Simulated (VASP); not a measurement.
# TiAl3 in VASP: further runs

The runs below take TiAl3 through single point, with PBEsol.

Everything below comes from runs of VASP 6.6.1. Logs are shortened: lines on timing, memory, paths and dates and some standing lists are left out, and cuts for length are marked.

**1. The cell of the first run**

Symmetry: Pm-3m, No. 221, cubic system. The conventional cell has a = 3.948 Å, b = 3.948 Å, c = 3.948 Å, α = 90.00°, β = 90.00°, γ = 90.00°. Ti (site symmetry m-3m) has 12 Al at 2.79 Å within 3.7 Å. Al (site symmetry 4/mmm) has 4 Ti at 2.79 Å and 8 Al at 2.79 Å within 3.7 Å. Al (site symmetry 4/mmm) has 4 Ti at 2.79 Å and 8 Al at 2.79 Å within 3.7 Å.

**2. Single point, PBEsol**

Contents of INCAR:

```
SYSTEM = TiAl3
ALGO     = Normal         ! electronic algorithm
EDIFF    = 1E-6           ! SCF threshold, eV
ENCUT    = 520            ! plane-wave cutoff, eV
GGA      = PS             ! functional
ISIF     = 2              ! what is computed and relaxed
ISMEAR   = 0              ! smearing method
LASPH    = .TRUE.         ! aspherical terms in the spheres
LCHARG   = .FALSE.        ! write CHGCAR
LREAL    = .FALSE.        ! projectors in reciprocal space
LWAVE    = .FALSE.        ! write WAVECAR
NBANDS   = 31             ! bands
NELM     = 80             ! most SCF steps
PREC     = Accurate       ! precision mode
SIGMA    = 0.15           ! smearing width, eV
```

Contents of KPOINTS:

```
k-points
0
G
  10 8 8
  0 0 0
```

Contents of POSCAR:

```
TiAl3
1.0
   -3.9479576782      0.0000000000      0.0000000000
    0.0000000000      3.9479576782      3.9479576782
    0.0000000000      3.9479576782     -3.9479576782
Ti Al
2 6
Direct
    0.0000000000      0.0000000000      0.0000000000
    0.0000000000      0.5000000000      0.5000000000
    0.5000000000      0.7500000000      0.7500000000
    0.5000000000      0.2500000000      0.2500000000
    0.5000000000      0.7500000000      0.2500000000
    0.5000000000      0.2500000000      0.7500000000
    1.0000000000      0.5000000000      0.0000000000
    1.0000000000      0.0000000000      0.5000000000
```

Potentials or basis: VASP PAW PBE potentials, release 64 (Ti_sv, Al).

On the command line:

```sh
> cat potpaw_PBE.64/Ti_sv/POTCAR potpaw_PBE.64/Al/POTCAR > POTCAR
> mpirun -np 1 vasp_std > vasp.out
```

OUTCAR:

```text
SYSTEM = TiAl3
   EDIFF = 1E-6
   ENCUT = 520
   GGA = PS
   ISIF = 2
   ISMEAR = 0
   LASPH = .TRUE.
   LREAL = .FALSE.
   NELM = 80
   PREC = Accurate

 ion  position               nearest neighbor table
   1  0.000  0.000  0.000-   3 2.79   4 2.79   5 2.79   6 2.79   7 2.79   8 2.79   8 2.79   7 2.79
                             3 2.79   4 2.79   5 2.79   6 2.79
   2  0.000  0.500  0.500-   3 2.79   4 2.79   5 2.79   6 2.79   7 2.79   8 2.79   7 2.79   8 2.79
                             3 2.79   4 2.79   5 2.79   6 2.79
   3  0.500  0.750  0.750-   1 2.79   2 2.79   5 2.79   6 2.79   7 2.79   8 2.79   5 2.79   6 2.79
                             1 2.79   2 2.79   7 2.79   8 2.79
   4  0.500  0.250  0.250-   1 2.79   2 2.79   5 2.79   6 2.79   7 2.79   8 2.79   6 2.79   5 2.79
                             1 2.79   2 2.79   7 2.79   8 2.79
   5  0.500  0.750  0.250-   1 2.79   2 2.79   3 2.79   4 2.79   7 2.79   8 2.79   3 2.79   4 2.79
                             1 2.79   2 2.79   7 2.79   8 2.79
   6  0.500  0.250  0.750-   1 2.79   2 2.79   3 2.79   4 2.79   7 2.79   8 2.79   4 2.79   3 2.79
                             1 2.79   2 2.79   7 2.79   8 2.79
   7  0.000  0.500  0.000-   1 2.79   2 2.79   3 2.79   4 2.79   5 2.79   6 2.79   2 2.79   1 2.79
                             3 2.79   4 2.79   5 2.79   6 2.79
   8  0.000  0.000  0.500-   1 2.79   2 2.79   3 2.79   4 2.79   5 2.79   6 2.79   1 2.79   2 2.79
                             3 2.79   4 2.79   5 2.79   6 2.79

  LATTYP: Found a simple tetragonal cell.
 ALAT       =     5.5832552922
 C/A-ratio  =     0.7071067812

  Lattice vectors:

 A1 = (   0.0000000000,   3.9479576782,   3.9479576782)
 A2 = (   0.0000000000,   3.9479576782,  -3.9479576782)
 A3 = (  -3.9479576782,   0.0000000000,   0.0000000000)

Analysis of symmetry for initial positions (statically):
=====================================================================
 Subroutine PRICEL returns following result:

  LATTYP: Found a simple cubic cell.
 ALAT       =     3.9479576782

  Lattice vectors:

 A1 = (  -3.9479576782,   0.0000000000,   0.0000000000)
 A2 = (   0.0000000000,   0.0000000000,   3.9479576782)
 A3 = (   0.0000000000,   3.9479576782,   0.0000000000)

   2 primitive cells build up your supercell.

 Routine SETGRP: Setting up the symmetry group for a
 simple tetragonal supercell.

 Subroutine GETGRP returns: Found 16 space group operations
 (whereof 16 operations were pure point group operations)
 out of a pool of 16 trial point group operations.

The static configuration has the point symmetry D_4h.

Analysis of symmetry for dynamics (positions and initial velocities):
=====================================================================
 Subroutine PRICEL returns following result:

  LATTYP: Found a simple cubic cell.
 ALAT       =     3.9479576782

  Lattice vectors:

 A1 = (  -3.9479576782,   0.0000000000,   0.0000000000)
 A2 = (   0.0000000000,   0.0000000000,   3.9479576782)
 A3 = (   0.0000000000,   3.9479576782,   0.0000000000)

   2 primitive cells build up your supercell.

 Routine SETGRP: Setting up the symmetry group for a
 simple tetragonal supercell.

 Subroutine GETGRP returns: Found 16 space group operations
 (whereof 16 operations were pure point group operations)
 out of a pool of 16 trial point group operations.

The dynamic configuration has the point symmetry D_4h.

 Subroutine INISYM returns: Found 16 space group operations
 (whereof 16 operations are pure point group operations),
 and found     2 'primitive' translations

----------------------------------------------------------------------------------------

                                     Primitive cell

  volume of cell :      61.5343

  direct lattice vectors                    reciprocal lattice vectors
    -3.947957678  0.000000000  0.000000000    -0.253295522  0.000000000  0.000000000
     0.000000000  0.000000000  3.947957678     0.000000000  0.000000000  0.253295522
     0.000000000  3.947957678  0.000000000     0.000000000  0.253295522  0.000000000

  length of vectors
     3.947957678  3.947957678  3.947957678     0.253295522  0.253295522  0.253295522

  position of ions in fractional coordinates (direct lattice)
     0.000000000  0.000000000  0.000000000
     0.500000000  0.000000000  0.500000000
     0.500000000  0.500000000  0.000000000
     0.000000000  0.500000000  0.500000000

  ion indices of the primitive-cell ions
   primitive index   ion index
                 1           1
                 2           3
                 3           5
                 4           7

----------------------------------------------------------------------------------------

 KPOINTS: k-points

Automatic generation of k-mesh.
 Grid dimensions read from file:
 generate k-points for:   10    8    8

 Generating k-lattice:

  Cartesian coordinates                     Fractional coordinates (reciprocal lattice)
    -0.025329552  0.000000000  0.000000000     0.100000000  0.000000000  0.000000000
     0.000000000  0.015830970  0.015830970     0.000000000  0.125000000  0.000000000
     0.000000000  0.015830970 -0.015830970     0.000000000  0.000000000  0.125000000

  Length of vectors
     0.025329552  0.022388373  0.022388373

  Shift w.r.t. Gamma in fractional coordinates (k-lattice)
     0.000000000  0.000000000  0.000000000

 Subroutine IBZKPT returns following result:
 ===========================================

 Found     90 irreducible k-points:

 Following reciprocal coordinates:
            Coordinates               Weight
  0.000000  0.000000  0.000000      1.000000
  0.100000  0.000000  0.000000      2.000000
  0.200000  0.000000  0.000000      2.000000
  0.300000  0.000000  0.000000      2.000000
  0.400000  0.000000  0.000000      2.000000
  0.500000  0.000000  0.000000      1.000000
[... 16 lines left out ...]
  0.400000  0.375000  0.000000      8.000000
  0.500000  0.375000  0.000000      4.000000
 [... further k-points ...]
   k-points           NKPTS =     90   k-points in BZ     NKDIM =     90   number of bands    NBANDS=     31
   number of dos      NEDOS =    301   number of ions     NIONS =      8
   total plane-waves  NPLWV =  52920
   dimension x,y,z NGX =    30 NGY =   42 NGZ =   42
   dimension x,y,z NGXF=    60 NGYF=   84 NGZF=   84
   ions per type =               2   6
   NGX,Y,Z   is equivalent  to a cutoff of  12.63, 12.51, 12.51 a.u.
   NGXF,Y,Z  is equivalent  to a cutoff of  25.27, 25.01, 25.01 a.u.
 SYSTEM =  TiAl3
   PREC   = accura    normal or accurate (medium, high low for compatibility)
   ISTART =      0    job   : 0-new  1-cont  2-samecut
   ICHARG =      2    charge: 1-file 2-atom 10-const
   ISPIN  =      1    spin polarized calculation?
   LNONCOLLINEAR =      F non collinear calculations
   LSORBIT =      F    spin-orbit coupling
   LASPH  =      T    aspherical Exc in radial PAW
   ENCUT  =  520.0 eV  38.22 Ry    6.18 a.u.   7.34 10.38 10.38*2*pi/ulx,y,z
   NELM   =     80;   NELMIN=  2; NELMDL= -5     # of ELM steps
   EDIFF  = 0.1E-05   stopping-criterion for ELM
   LREAL  =      F    real-space projection
   EDIFFG = 0.1E-04   stopping-criterion for IOM
   NSW    =      0    number of steps for IOM
   IBRION =     -1    ionic relax: 0-MD 1-quasi-New 2-CG
   NFREE  =      0    steps in history (QN), initial steepest desc. (CG)
   ISIF   =      2    stress and relaxation
   ISYM   =      2    0-nonsym 1-usesym 2-fastsym
   POTIM  = 0.5000    time-step for ionic-motion
   TEBEG  =    0.0;   TEEND  =   0.0 temperature during run
   PSTRESS=    0.0 pullay stress
   NELECT =      42.0000    total number of electrons
   NUPDOWN=      -1.0000    fix difference up-down
   EMIN   =  10.00;   EMAX   =-10.00  energy-range for DOS
   EFERMI =   0.00;   METHOD = LEGACY
   ISMEAR =     0;   SIGMA  =   0.15  broadening in eV -4-tet -1-fermi 0-gaus
   EFERMI_NEDOS =   21; number of points for ismear=-14 and -15
   IALGO  =     38    algorithm
   IMIX   =      4    mixing-type and parameters
     AMIX     =   0.40;   BMIX     =  1.00
     AMIX_MAG =   1.60;   BMIX_MAG =  1.00
  volume/ion in A,a.u.               =      15.38       103.81
  Fermi-wavevector in a.u.,A,eV,Ry     =   1.144042  2.161927 17.807753  1.308833
  Thomas-Fermi vector in A             =   2.280736
   LORBIT       =      0    0 simple, 1 ext, 2 COOP (PROOUT), +10 PAW based schemes
   GGA     = PS    functional components
   LHFCALC =     F    Hartree Fock is set to
   AEXX    =    0.0000 exact exchange contribution
   IVDW    =     0    specifies the selected vdW correction
   LEPSILON=     F    determine dielectric tensor
   LRPA    =     F    only Hartree local field effects (RPA)
 non-spin polarized calculation
 Gauss-broadening in eV      SIGMA  =   0.15
  energy-cutoff  :      520.00
  volume of cell :      123.07
 maximum number of plane-waves:      3348
 NGX is ok and might be reduce to    30
   NGX = 15   NGY = 21   NGZ = 21

 number of electron      41.9999994 magnetization

 Free energy of the ion-electron system (eV)
  ---------------------------------------------------
  ext. energy  EPLUGINS =         0.00000000
  ---------------------------------------------------
  free energy    TOTEN  =       -44.26829599 eV

  energy without entropy =      -44.21835042  energy(sigma->0) =      -44.24332321

 E-fermi :   9.1116     XC(G=0): -10.9386

 val. band max:        9.1108793973   @ k =   0.2000   0.2500   0.1250
 cond. band min:       9.1134431785   @ k =   0.2000   0.3750   0.0000
 fundamental gap:      0.0025637812
 Fermi energy:         9.1115862302

 k-point     1 :       0.0000    0.0000    0.0000
  band No.  band energies     occupation
      1     -47.5965      2.00000
      2     -47.5948      2.00000
      3     -24.0225      2.00000
      4     -24.0225      2.00000
      5     -24.0064      2.00000
      6     -24.0039      2.00000
[... 23 lines left out ...]
     30      12.6986      0.00000
     31      13.2497      0.00000

 k-point     2 :       0.1000    0.0000    0.0000
  band No.  band energies     occupation
      1     -47.5964      2.00000
      2     -47.5947      2.00000
      3     -24.0222      2.00000
      4     -24.0222      2.00000
      5     -24.0085      2.00000
      6     -24.0052      2.00000
[... 740 lines left out ...]
 k-point    24 :       0.5000    0.3750    0.0000
  band No.  band energies     occupation
      1     -47.5951      2.00000
      2     -47.5945      2.00000
      3     -24.0260      2.00000
      4     -24.0240      2.00000
      5     -24.0150      2.00000
      6     -24.0145      2.00000
[... 23 lines left out ...]
     30      11.8155      0.00000
     31      12.1916      0.00000

 [... further k-points ...]
[... 5 lines left out ...]
  --------------------------------------------------------------------------------------
  -------------------------------------------------------------------------------------
  Total        0.0464187      0.1942913      0.1942913      0.0000000      0.0000000      0.0000000
  in kB        0.6043049      2.5293941      2.5293941      0.0000000      0.0000000      0.0000000
  external PRESSURE =       1.8876977 kB  Pullay stress =       0.0000000 kB

 VOLUME and BASIS-vectors are now :
 -----------------------------------------------------------------------------
  energy-cutoff  :      520.00
  volume of cell :      123.07
      direct lattice vectors                 reciprocal lattice vectors
    -3.947957678  0.000000000  0.000000000    -0.253295522  0.000000000  0.000000000
     0.000000000  3.947957678  3.947957678     0.000000000  0.126647761  0.126647761
     0.000000000  3.947957678 -3.947957678     0.000000000  0.126647761 -0.126647761

 POSITION                                       TOTAL-FORCE (eV/Angst)
 -----------------------------------------------------------------------------------
      0.00000      0.00000      0.00000         0.000000     -0.000000      0.000000
      0.00000      3.94796      0.00000         0.000000      0.000000     -0.000000
     -1.97398      5.92194      0.00000        -0.000000      0.000000     -0.000000
     -1.97398      1.97398      0.00000        -0.000000     -0.000000     -0.000000
     -1.97398      3.94796      1.97398        -0.000000      0.000000      0.000000
     -1.97398      3.94796     -1.97398        -0.000000     -0.000000      0.000000
      0.00000      1.97398      1.97398         0.000000      0.000000     -0.000000
      0.00000      1.97398     -1.97398         0.000000      0.000000     -0.000000
 -----------------------------------------------------------------------------------
    total drift:                               -0.000000      0.000000     -0.000000

  FREE ENERGIE OF THE ION-ELECTRON SYSTEM (eV)
  ---------------------------------------------------
  free  energy   TOTEN  =       -44.2682959901 eV

  energy  without entropy=      -44.2183504208  energy(sigma->0) =      -44.24332321
```

Run time: 3.8 min. Hardware: 1 thread of Intel Xeon 6975P-C (Granite Rapids), shared host; peak memory 0.4 GiB.

What came out:

| Property | Result |
| --- | --- |
| Free energy | -44.2683 eV |
| Pressure | 0.2 GPa |
| Band gap on the k mesh | zero (band 21 reaches 9.85 eV, above the bottom of band 22 at 8.57 eV) |

Caveat: the PAW data sets were made with another functional, which shifts forces and pressure a little.

**3. Single point, PBEsol (mode 4 frozen in at +0.000 Å and mode 18 at -0.037 Å (largest displacements))**

Contents of INCAR:

```
ALGO = Fast
EDIFF = 1E-7
ENCUT = 520
GGA = PS
ISIF = 2
ISMEAR = 0
LASPH = T
LCHARG = F
LREAL = F
LWAVE = F
NBANDS = 31
NELM = 60
PREC = Accurate
SIGMA = 0.15
```

Contents of KPOINTS:

```
k-points
0
Gamma
  10 8 8
```

Contents of POSCAR:

```
TiAl3
1.0
   -3.9479576782      0.0000000000      0.0000000000
    0.0000000000      3.9479576782      3.9479576782
    0.0000000000      3.9479576782     -3.9479576782
Ti Al
2 6
Direct
    0.0000000000      0.0000000000      0.0000000000
    0.0000000000      0.5000000000      0.5000000000
    0.5000000000      0.7453646920      0.7546353080
    0.5000000000      0.2546353080      0.2453646920
    0.5000000000      0.7453646920      0.2453646920
    0.5000000000      0.2546353080      0.7546353080
    1.0000000000      0.5000000000      0.0000000000
    1.0000000000      0.0000000000      0.5000000000
```

Potentials or basis: VASP PAW PBE potentials, release 64 (Ti_sv, Al).

On the command line:

```sh
> cat potpaw_PBE.64/Ti_sv/POTCAR potpaw_PBE.64/Al/POTCAR > POTCAR
> mpirun -np 1 vasp_std > vasp.out
```

It took 19 min on 1 thread of Intel Xeon Platinum 8259CL at 2.50GHz (Skylake/Cascade Lake), shared host; peak memory 0.41 GiB.

Results (log left out):

```
Free energy            : -44.2441 eV
Pressure               : 0.3 GPa
Largest force          : 0.330 eV/Å
Band gap on the k mesh : zero (band 21 reaches 9.70 eV, above the bottom of band 22 at 8.66 eV)
```

Forces in eV/Å, atoms in the order of the input:
```
Ti   0.000  0.000  0.000
Ti   0.000  0.000  0.000
Al   0.000  0.000  0.330
Al   0.000  0.000 -0.330
Al   0.000  0.330  0.000
Al   0.000 -0.330  0.000
Al   0.000  0.000  0.000
Al   0.000  0.000  0.000
```

Stress tensor (GPa, compression positive):
```
0.11 0.00 0.00
0.00 0.36 0.00
0.00 0.00 0.36
```

Levels at points of the mesh, in eV from the Fermi level:
```csv
k point,band 19,band 20,band 21,band 22,band 23,band 24
"(0.00, 0.00, 0.00)",-1.27,-1.27,0.15,0.15,0.15,0.49
"(0.50, 0.00, 0.00)",-2.27,-2.21,0.17,0.41,0.75,0.75
"(0.00, 0.50, 0.00)",-0.70,-0.60,-0.48,-0.30,0.22,0.30
"(0.50, 0.50, 0.00)",-2.46,-2.38,-0.63,-0.44,1.03,1.04
"(0.00, 0.50, 0.50)",0.37,0.43,0.59,0.75,0.75,0.83
"(0.50, 0.50, 0.50)",-1.27,-1.19,0.50,0.75,0.87,0.87
```

Caveat: the cell differs from its parent crystal (mode 4 frozen in at +0.000 Å and mode 18 at -0.037 Å (largest displacements)); the PAW data sets were made with another functional, which shifts forces and pressure a little.

**4. Single point, PBEsol (mode 4 frozen in at +0.000 Å and mode 18 at -0.110 Å (largest displacements))**

Contents of INCAR:

```
ALGO = Fast
EDIFF = 1E-7
ENCUT = 520
GGA = PS
ISIF = 2
ISMEAR = 0
LASPH = True
LCHARG = True
LELF = True
LREAL = False
LVHAR = True
LWAVE = False
NBANDS = 31
NELM = 60
PREC = Accurate
SIGMA = 0.15
```

KPOINTS is that of step 3.

Contents of POSCAR:

```
TiAl3
1.0
   -3.9479576782      0.0000000000      0.0000000000
    0.0000000000      3.9479576782      3.9479576782
    0.0000000000      3.9479576782     -3.9479576782
Ti Al
2 6
Direct
    0.0000000000      0.0000000000      0.0000000000
    0.0000000000      0.5000000000      0.5000000000
    0.5000000000      0.7360940759      0.7639059241
    0.5000000000      0.2639059241      0.2360940759
    0.5000000000      0.7360940759      0.2360940759
    0.5000000000      0.2639059241      0.7639059241
    1.0000000000      0.5000000000      0.0000000000
    1.0000000000      0.0000000000      0.5000000000
```

On the command line:

```sh
> cat potpaw_PBE.64/Ti_sv/POTCAR potpaw_PBE.64/Al/POTCAR > POTCAR
> mpirun -np 1 vasp_std > vasp.out
```

Wall time 16 min (1 thread of Intel Xeon Platinum 8259CL at 2.50GHz (Skylake/Cascade Lake), shared host); peak memory 0.41 GiB.

It converged, with:

```
Free energy            : -44.0503 eV
Pressure               : 1.0 GPa
Largest force          : 1.001 eV/Å
Band gap on the k mesh : zero (band 21 reaches 9.61 eV, above the bottom of band 22 at 8.81 eV)
```

Forces on the atoms (eV/Å):
```
Ti   0.000  0.000  0.000
Ti   0.000  0.000  0.000
Al   0.000  0.000  1.001
Al   0.000  0.000 -1.001
Al   0.000  1.001  0.000
Al   0.000 -1.001  0.000
Al   0.000  0.000  0.000
Al   0.000  0.000  0.000
```

Stress tensor (GPa, compression positive):
```
0.47 0.00 0.00
0.00 1.27 0.00
0.00 0.00 1.27
```

Levels at points of the mesh, in eV from the Fermi level:
```tsv
k point	band 17	band 18	band 19	band 20	band 21	band 22	band 23	band 24	band 25	band 26
(0.00, 0.00, 0.00)	-2.12	-2.12	-1.26	-1.26	0.17	0.18	0.19	0.19	0.89	1.15
(0.50, 0.00, 0.00)	-3.49	-2.22	-2.22	-2.18	0.15	0.48	0.78	0.78	0.97	1.03
(0.00, 0.50, 0.00)	-2.13	-1.72	-0.77	-0.64	-0.48	-0.09	0.16	0.42	1.46	1.65
(0.50, 0.50, 0.00)	-3.16	-2.89	-2.52	-2.27	-0.80	-0.24	1.04	1.07	1.34	1.47
(0.00, 0.50, 0.50)	-2.19	-1.95	0.31	0.33	0.51	0.51	0.76	0.76	0.97	0.97
(0.50, 0.50, 0.50)	-1.50	-1.25	-1.25	-1.00	0.26	0.90	0.90	0.99	1.13	1.13
```

Caveat: the cell differs from its parent crystal (mode 4 frozen in at +0.000 Å and mode 18 at -0.110 Å (largest displacements)); the PAW data sets were made with another functional, which shifts forces and pressure a little.
